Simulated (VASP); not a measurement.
# KTaO3 (P4/mmm) in VASP: further runs

The runs below take KTaO3 through single point, with PBE.

Everything below comes from runs of VASP 6.6.1. Logs are shortened: lines on timing, memory, paths and dates and some standing lists are left out, and cuts for length are marked.

## (1) The cell of the first run

The structure is tetragonal, space group P4/mmm (No. 123). The conventional cell has a = 3.864 Å, b = 3.864 Å, c = 4.250 Å, α = 90.00°, β = 90.00°, γ = 90.00°. Within 3.6 Å of K (site symmetry 4/mmm) lie 12 O at 2.73 to 2.87 Å and 8 Ta at 3.46 Å. Ta (site symmetry 4/mmm) has 6 O at 1.93 to 2.12 Å within 2.6 Å. O (site symmetry mmm) has 2 Ta at 1.93 Å within 2.6 Å. Within 2.8 Å of O (site symmetry 4/mmm) lie 2 Ta at 2.12 Å and 4 K at 2.73 Å.

## (2) Single point, PBE

The input, INCAR:

```
SYSTEM = KTaO3
PREC = Accurate ; ENCUT = 520
EDIFF = 1E-6 ; ISMEAR = 0
SIGMA = 0.05 ; LREAL = .FALSE.
LASPH = .TRUE. ; NELM = 100
ALGO = Normal ; ISIF = 2
LWAVE = .FALSE. ; LCHARG = .TRUE.
GGA = PE ; LELF = .TRUE.
LVHAR = .TRUE. ; NBANDS = 27
```

The input, KPOINTS:

```
regular mesh
0
G
  8 8 8
  0 0 0
```

The input, POSCAR:

```
KTaO3
1.0
    3.8635830917      0.0000000000      0.0000000000
    0.0000000000      3.8635830917      0.0000000000
    0.0000000000      0.0000000000      4.2499414009
K Ta O
1 1 3
Direct
    0.5000000000      0.5000000000      0.5000000000
    0.0000000000      0.0000000000      0.0000000000
    0.5000000000      0.0000000000      0.0000000000
    0.0000000000      0.5000000000      0.0000000000
    0.0000000000      0.0000000000      0.5000000000
```

Potentials or basis: VASP PAW PBE potentials, release 64 (K_sv, Ta_pv, O).

Run with:

```
cat potpaw_PBE.64/K_sv/POTCAR potpaw_PBE.64/Ta_pv/POTCAR potpaw_PBE.64/O/POTCAR > POTCAR
mpirun -np 1 vasp_std > vasp.out
```

OUTCAR:

```text
SYSTEM = KTaO3
   PREC = Accurate
   ENCUT = 520
   EDIFF = 1E-6
   ISMEAR = 0
   LREAL = .FALSE.
   LASPH = .TRUE.
   NELM = 100
   ISIF = 2
   GGA = PE

 ion  position               nearest neighbor table
   1  0.500  0.500  0.500-   5 2.73   5 2.73   5 2.73   5 2.73   4 2.87   3 2.87   4 2.87   3 2.87
                             4 2.87   3 2.87   4 2.87   3 2.87   2 3.46   2 3.46   2 3.46   2 3.46
   2  0.000  0.000  0.000-   3 1.93   4 1.93   4 1.93   3 1.93   5 2.12   5 2.12   1 3.46   1 3.46
                             1 3.46   1 3.46   1 3.46   1 3.46   1 3.46   1 3.46
   3  0.500  0.000  0.000-   2 1.93   2 1.93   1 2.87   1 2.87   1 2.87   1 2.87
   4  0.000  0.500  0.000-   2 1.93   2 1.93   1 2.87   1 2.87   1 2.87   1 2.87
   5  0.000  0.000  0.500-   2 2.12   2 2.12   1 2.73   1 2.73   1 2.73   1 2.73

  LATTYP: Found a simple tetragonal cell.
 ALAT       =     3.8635830917
 C/A-ratio  =     1.1000000000

  Lattice vectors:

 A1 = (   3.8635830917,   0.0000000000,   0.0000000000)
 A2 = (   0.0000000000,   3.8635830917,   0.0000000000)
 A3 = (   0.0000000000,   0.0000000000,   4.2499414009)

Analysis of symmetry for initial positions (statically):
=====================================================================
 Subroutine PRICEL returns:
 Original cell was already a primitive cell.

 Routine SETGRP: Setting up the symmetry group for a
 simple tetragonal supercell.

 Subroutine GETGRP returns: Found 16 space group operations
 (whereof 16 operations were pure point group operations)
 out of a pool of 16 trial point group operations.

The static configuration has the point symmetry D_4h.

Analysis of symmetry for dynamics (positions and initial velocities):
=====================================================================
 Subroutine PRICEL returns:
 Original cell was already a primitive cell.

 Routine SETGRP: Setting up the symmetry group for a
 simple tetragonal supercell.

 Subroutine GETGRP returns: Found 16 space group operations
 (whereof 16 operations were pure point group operations)
 out of a pool of 16 trial point group operations.

The dynamic configuration has the point symmetry D_4h.

 Subroutine INISYM returns: Found 16 space group operations
 (whereof 16 operations are pure point group operations),
 and found     1 'primitive' translations

----------------------------------------------------------------------------------------

                                     Primitive cell

  volume of cell :      63.4400

  direct lattice vectors                    reciprocal lattice vectors
     3.863583092  0.000000000  0.000000000     0.258827098  0.000000000  0.000000000
     0.000000000  3.863583092  0.000000000     0.000000000  0.258827098  0.000000000
     0.000000000  0.000000000  4.249941401     0.000000000  0.000000000  0.235297362

  length of vectors
     3.863583092  3.863583092  4.249941401     0.258827098  0.258827098  0.235297362

  position of ions in fractional coordinates (direct lattice)
     0.500000000  0.500000000  0.500000000
     0.000000000  0.000000000  0.000000000
     0.500000000  0.000000000  0.000000000
     0.000000000  0.500000000  0.000000000
     0.000000000  0.000000000  0.500000000

  ion indices of the primitive-cell ions
   primitive index   ion index
                 1           1
                 2           2
                 3           3
                 4           4
                 5           5

----------------------------------------------------------------------------------------

 KPOINTS: regular mesh

Automatic generation of k-mesh.
 Grid dimensions read from file:
 generate k-points for:    8    8    8

 Generating k-lattice:

  Cartesian coordinates                     Fractional coordinates (reciprocal lattice)
     0.032353387  0.000000000  0.000000000     0.125000000  0.000000000  0.000000000
     0.000000000  0.032353387  0.000000000     0.000000000  0.125000000  0.000000000
     0.000000000  0.000000000  0.029412170     0.000000000  0.000000000  0.125000000

  Length of vectors
     0.032353387  0.032353387  0.029412170

  Shift w.r.t. Gamma in fractional coordinates (k-lattice)
     0.000000000  0.000000000  0.000000000

 Subroutine IBZKPT returns following result:
 ===========================================

 Found     75 irreducible k-points:

 Following reciprocal coordinates:
            Coordinates               Weight
  0.000000  0.000000  0.000000      1.000000
  0.125000  0.000000  0.000000      4.000000
  0.250000  0.000000  0.000000      4.000000
  0.375000  0.000000  0.000000      4.000000
  0.500000  0.000000  0.000000      2.000000
  0.125000  0.125000  0.000000      4.000000
[... 16 lines left out ...]
  0.375000  0.125000  0.125000     16.000000
  0.500000  0.125000  0.125000      8.000000
 [... further k-points ...]
   k-points           NKPTS =     75   k-points in BZ     NKDIM =     75   number of bands    NBANDS=     27
   number of dos      NEDOS =    301   number of ions     NIONS =      5
   total plane-waves  NPLWV =  28800
   dimension x,y,z NGX =    30 NGY =   30 NGZ =   32
   dimension x,y,z NGXF=    60 NGYF=   60 NGZF=   64
   ions per type =               1   1   3
   NGX,Y,Z   is equivalent  to a cutoff of  12.91, 12.91, 12.52 a.u.
   NGXF,Y,Z  is equivalent  to a cutoff of  25.82, 25.82, 25.04 a.u.
 SYSTEM =  KTaO3
   PREC   = accura    normal or accurate (medium, high low for compatibility)
   ISTART =      0    job   : 0-new  1-cont  2-samecut
   ICHARG =      2    charge: 1-file 2-atom 10-const
   ISPIN  =      1    spin polarized calculation?
   LNONCOLLINEAR =      F non collinear calculations
   LSORBIT =      F    spin-orbit coupling
   LASPH  =      T    aspherical Exc in radial PAW
   ENCUT  =  520.0 eV  38.22 Ry    6.18 a.u.   7.18  7.18  7.90*2*pi/ulx,y,z
   NELM   =    100;   NELMIN=  2; NELMDL= -5     # of ELM steps
   EDIFF  = 0.1E-05   stopping-criterion for ELM
   LREAL  =      F    real-space projection
   EDIFFG = 0.1E-04   stopping-criterion for IOM
   NSW    =      0    number of steps for IOM
   IBRION =     -1    ionic relax: 0-MD 1-quasi-New 2-CG
   NFREE  =      0    steps in history (QN), initial steepest desc. (CG)
   ISIF   =      2    stress and relaxation
   ISYM   =      2    0-nonsym 1-usesym 2-fastsym
   POTIM  = 0.5000    time-step for ionic-motion
   TEBEG  =    0.0;   TEEND  =   0.0 temperature during run
   PSTRESS=    0.0 pullay stress
   NELECT =      38.0000    total number of electrons
   NUPDOWN=      -1.0000    fix difference up-down
   EMIN   =  10.00;   EMAX   =-10.00  energy-range for DOS
   EFERMI =   0.00;   METHOD = LEGACY
   ISMEAR =     0;   SIGMA  =   0.05  broadening in eV -4-tet -1-fermi 0-gaus
   EFERMI_NEDOS =   21; number of points for ismear=-14 and -15
   IALGO  =     38    algorithm
   IMIX   =      4    mixing-type and parameters
     AMIX     =   0.40;   BMIX     =  1.00
     AMIX_MAG =   1.60;   BMIX_MAG =  1.00
  volume/ion in A,a.u.               =      12.69        85.62
  Fermi-wavevector in a.u.,A,eV,Ry     =   1.380008  2.607837 25.911228  1.904422
  Thomas-Fermi vector in A             =   2.504925
   LORBIT       =      0    0 simple, 1 ext, 2 COOP (PROOUT), +10 PAW based schemes
   GGA     = PE    functional components
   LHFCALC =     F    Hartree Fock is set to
   AEXX    =    0.0000 exact exchange contribution
   IVDW    =     0    specifies the selected vdW correction
   LEPSILON=     F    determine dielectric tensor
   LRPA    =     F    only Hartree local field effects (RPA)
 non-spin polarized calculation
 Gauss-broadening in eV      SIGMA  =   0.05
  energy-cutoff  :      520.00
  volume of cell :       63.44
 maximum number of plane-waves:      1728
 NGX is ok and might be reduce to    30

 number of electron      38.0000009 magnetization

 Free energy of the ion-electron system (eV)
  ---------------------------------------------------
  ext. energy  EPLUGINS =         0.00000000
  ---------------------------------------------------
  free energy    TOTEN  =       -40.60083026 eV

  energy without entropy =      -40.60083026  energy(sigma->0) =      -40.60083026

 E-fermi :   2.1577     XC(G=0): -10.8693

 val. band max:        1.8886120160   @ k =   0.5000   0.5000   0.5000
 cond. band min:       3.9290750270   @ k =   0.0000   0.0000   0.0000
 fundamental gap:      2.0404630110
 Fermi energy:         2.1576524272

 k-point     1 :       0.0000    0.0000    0.0000
  band No.  band energies     occupation
      1     -32.3746      2.00000
      2     -32.3746      2.00000
      3     -32.2596      2.00000
      4     -25.4819      2.00000
      5     -16.1026      2.00000
      6     -15.5421      2.00000
[... 19 lines left out ...]
     26       9.6814      0.00000
     27      10.1911      0.00000

 k-point     2 :       0.1250    0.0000    0.0000
  band No.  band energies     occupation
      1     -32.3950      2.00000
      2     -32.3739      2.00000
      3     -32.2588      2.00000
      4     -25.4768      2.00000
      5     -16.0156      2.00000
      6     -15.4472      2.00000
[... 19 lines left out ...]
     26      10.0740      0.00000
     27      10.4442      0.00000

 k-point     3 :       0.2500    0.0000    0.0000
  band No.  band energies     occupation
      1     -32.4435      2.00000
      2     -32.3720      2.00000
      3     -32.2568      2.00000
      4     -25.4645      2.00000
      5     -15.9120      2.00000
      6     -15.0767      2.00000
[... 594 lines left out ...]
      1     -32.4900      2.00000
      2     -32.3900      2.00000
      3     -32.2596      2.00000
      4     -25.4479      2.00000
      5     -15.6841      2.00000
      6     -14.5688      2.00000
[... 19 lines left out ...]
     26      11.6783      0.00000
     27      12.5138      0.00000

 k-point    24 :       0.5000    0.1250    0.1250
  band No.  band energies     occupation
      1     -32.5095      2.00000
      2     -32.3892      2.00000
      3     -32.2587      2.00000
      4     -25.4433      2.00000
      5     -15.6770      2.00000
      6     -14.3413      2.00000
[... 19 lines left out ...]
     26      11.8723      0.00000
     27      12.5674      0.00000

 [... further k-points ...]

------------------------ aborting loop because EDIFF is reached ----------------------------------------

  FORCE on cell =-STRESS in cart. coord.  units (eV):
  Direction    XX          YY          ZZ          XY          YZ          ZX
  --------------------------------------------------------------------------------------
  -------------------------------------------------------------------------------------
  Total        8.1412726      8.1412726     -4.9462530      0.0000000     -0.0000000      0.0000000
  in kB      205.6077223    205.6077223   -124.9175493      0.0000000     -0.0000000      0.0000000
  external PRESSURE =      95.4326318 kB  Pullay stress =       0.0000000 kB

 VOLUME and BASIS-vectors are now :
 -----------------------------------------------------------------------------
  energy-cutoff  :      520.00
  volume of cell :       63.44
      direct lattice vectors                 reciprocal lattice vectors
     3.863583092  0.000000000  0.000000000     0.258827098  0.000000000  0.000000000
     0.000000000  3.863583092  0.000000000     0.000000000  0.258827098  0.000000000
     0.000000000  0.000000000  4.249941401     0.000000000  0.000000000  0.235297362

 POSITION                                       TOTAL-FORCE (eV/Angst)
 -----------------------------------------------------------------------------------
      1.93179      1.93179      2.12497         0.000000      0.000000      0.000000
      0.00000      0.00000      0.00000         0.000000      0.000000      0.000000
      1.93179      0.00000      0.00000         0.000000      0.000000      0.000000
      0.00000      1.93179      0.00000         0.000000      0.000000      0.000000
      0.00000      0.00000      2.12497         0.000000      0.000000      0.000000
 -----------------------------------------------------------------------------------
    total drift:                                0.000000     -0.000000      0.000000

  FREE ENERGIE OF THE ION-ELECTRON SYSTEM (eV)
  ---------------------------------------------------
  free  energy   TOTEN  =       -40.6008302608 eV

  energy  without entropy=      -40.6008302608  energy(sigma->0) =      -40.60083026
```

Wall time 74 s (1 thread of Intel Xeon Platinum 8488C (Sapphire Rapids), shared host); peak memory 0.26 GiB.

What came out:

```yaml
Free_energy: -40.6008 eV
Pressure: 9.5 GPa
Band_gap_on_the_k_mesh: 2.04 eV, indirect (least direct gap 2.50 eV)
```

Stress tensor (GPa, compression positive):
```
 20.56   0.00   0.00
  0.00  20.56   0.00
  0.00   0.00 -12.49
```

Levels at points of the mesh, in eV from the valence-band top:
| k point | band 15 | band 16 | band 17 | band 18 | band 19 | band 20 | band 21 | band 22 | band 23 | band 24 |
| --- | --- | --- | --- | --- | --- | --- | --- | --- | --- | --- |
| (0.00, 0.00, 0.00) | -1.09 | -1.09 | -0.72 | -0.46 | -0.46 | 2.04 | 2.04 | 2.16 | 5.27 | 7.14 |
| (0.50, 0.00, 0.00) | -2.31 | -2.06 | -1.35 | -0.93 | -0.71 | 2.24 | 5.35 | 5.35 | 5.75 | 8.85 |
| (0.50, 0.50, 0.00) | -3.49 | -1.60 | -0.89 | -0.89 | -0.21 | 5.39 | 5.39 | 6.11 | 6.89 | 10.51 |
| (0.00, 0.00, 0.50) | -1.80 | -1.69 | -1.69 | -1.04 | -1.04 | 2.25 | 4.19 | 4.19 | 7.53 | 8.84 |
| (0.50, 0.00, 0.50) | -2.05 | -1.90 | -1.86 | -1.73 | -0.14 | 4.25 | 5.37 | 6.11 | 8.36 | 9.49 |
| (0.50, 0.50, 0.50) | -3.84 | -3.84 | -0.19 | 0.00 | 0.00 | 6.25 | 6.25 | 6.99 | 8.56 | 8.56 |

Caveat: spin-orbit coupling is left out, which moves the levels of the heavy elements. A k mesh can miss the band edges.

## (3) Single point, PBE

This run uses another cell than the first one, of the same volume but with other edges.

The input, INCAR:

```
PREC = Accurate
ENCUT = 520
EDIFF = 1E-6
ISMEAR = 0
SIGMA = 0.05
LREAL = False
LASPH = True
NELM = 100
ALGO = Normal
ISIF = 2
LWAVE = False
LCHARG = True
GGA = PE
LELF = True
LVHAR = True
NBANDS = 27
```

The input, KPOINTS:

```
regular mesh
0
Gamma
  8 8 8
```

POSCAR, as its differences from that of step 2:

```diff
@@ -2,5 +2,5 @@
 1.0
-    3.8635830917      0.0000000000      0.0000000000
-    0.0000000000      3.8635830917      0.0000000000
-    0.0000000000      0.0000000000      4.2499414009
+    3.4841009675      0.0000000000      0.0000000000
+    0.0000000000      3.4841009675      0.0000000000
+    0.0000000000      0.0000000000      5.2261514513
 K Ta O
```

Potentials or basis: VASP PAW PBE potentials, release 64 (K_sv, Ta_pv, O).

Run with:

```
cat potpaw_PBE.64/K_sv/POTCAR potpaw_PBE.64/Ta_pv/POTCAR potpaw_PBE.64/O/POTCAR > POTCAR
mpirun -np 1 vasp_std > vasp.out
```

It took 78 s on 1 thread of Intel Xeon Platinum 8488C (Sapphire Rapids), shared host; peak memory 0.26 GiB.

Results (log left out):

```yaml
Free_energy: -33.8406 eV
Pressure: 64.3 GPa
Band_gap_on_the_k_mesh: 0.67 eV, direct
```

Stress tensor (GPa, compression positive):
```
109.84   0.00   0.00
  0.00 109.84   0.00
  0.00   0.00 -26.92
```

Levels at points of the mesh, in eV from the valence-band top:
```tsv
k point	band 16	band 17	band 18	band 19	band 20	band 21	band 22	band 23
(0.00, 0.00, 0.00)	-1.94	-1.36	0.00	0.00	0.67	0.80	0.80	1.06
(0.50, 0.00, 0.00)	-2.14	-1.56	-1.46	-0.82	1.08	1.53	5.77	5.88
(0.50, 0.50, 0.00)	-1.76	-1.66	-0.20	-0.20	2.13	5.81	5.81	8.28
(0.00, 0.00, 0.50)	-1.93	-1.93	-0.47	-0.47	1.06	1.56	1.56	4.17
(0.50, 0.00, 0.50)	-3.41	-2.11	-1.18	-1.18	1.63	4.53	5.83	5.87
(0.50, 0.50, 0.50)	-3.02	-1.76	-0.06	-0.06	5.09	6.11	6.11	6.46
```

Caveat: spin-orbit coupling is left out, which moves the levels of the heavy elements. A k mesh can miss the band edges.
